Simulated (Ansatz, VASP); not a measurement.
## NaCl: VASP beside Ansatz

Contents of INCAR:

```
SYSTEM = NaCl
  ALGO = Normal
  EDIFF = 1E-7
  EDIFFG = -0.005
  ENCUT = 600
  GGA = PE
  IBRION = 2
  ISIF = 3
  ISMEAR = 0
  IVDW = 12
  LASPH = .TRUE.
  LCHARG = .FALSE.
  LREAL = .FALSE.
  LWAVE = .FALSE.
  NELM = 100
  NSW = 70
  PREC = Accurate
  SIGMA = 0.02
```

File KPOINTS:

```
k-points
0
G
  8 8 8
  0 0 0
```

POSCAR

```
NaCl
1.0
    0.0000000000      2.8470934358      2.8470934358
    2.8470934358      0.0000000000      2.8470934358
    2.8470934358      2.8470934358      0.0000000000
Na Cl
1 1
Direct
    0.0000000000      0.0000000000      0.0000000000
    0.5000000000      0.5000000000      0.5000000000
```

Input for Ansatz:

```yaml
crystal:
  lattice:
    - [0.0, 2.8470934358, 2.8470934358]
    - [2.8470934358, 0.0, 2.8470934358]
    - [2.8470934358, 2.8470934358, 0.0]
  atoms:
    - { symbol: Na, position: [0.0, 0.0, 0.0] }
    - { symbol: Cl, position: [0.5, 0.5, 0.5] }
basis:
  ecutwfc: 420
kpoints:
  mp_grid: { grid: [8, 8, 8] }
hamiltonian:
  xc: pbe
  dispersion: d3bj
scf:
  occupations: { method: gaussian, width: 0.02 }
output:
  forces: true
  stress: true
  eigenvalues: true
relax:
  adjacent_minimum: "off"
  f_tol: 0.005
  max_steps: 50
  cell: { stress_tol: 0.05 }
```

Alike in both runs: task relaxation of cell and atoms; functional PBE; dispersion D3(BJ); k mesh 8 × 8 × 8; occupations gaussian, width 0.02 eV; no spin polarisation.

|  | VASP | Ansatz |
| --- | --- | --- |
| version | VASP 6.6.1 | Ansatz 0.2.0 |
| potentials or method | VASP PAW PBE potentials, release 64 (Na_pv, Cl), cutoff 600 eV | scalar-relativistic, plane waves, PAW |
| valence electrons in the cell | 14 | 16 |

|  | VASP | Ansatz | Ansatz less VASP |
| --- | --- | --- | --- |
| gap on the k mesh at the Fermi level, each at its own relaxed structure (eV) | 5.24 | 5.24 | +0.002 |
| relaxed volume (Å³/atom) | 21.70 | 21.69 | -0.011 |
| relaxed cell length with the largest relative difference (Å) | 3.945 | 3.944 | -0.0007 |

VASP's potentials hold 14 valence electrons a cell and Ansatz's 16, so a difference there can come from the potentials and not from the codes.
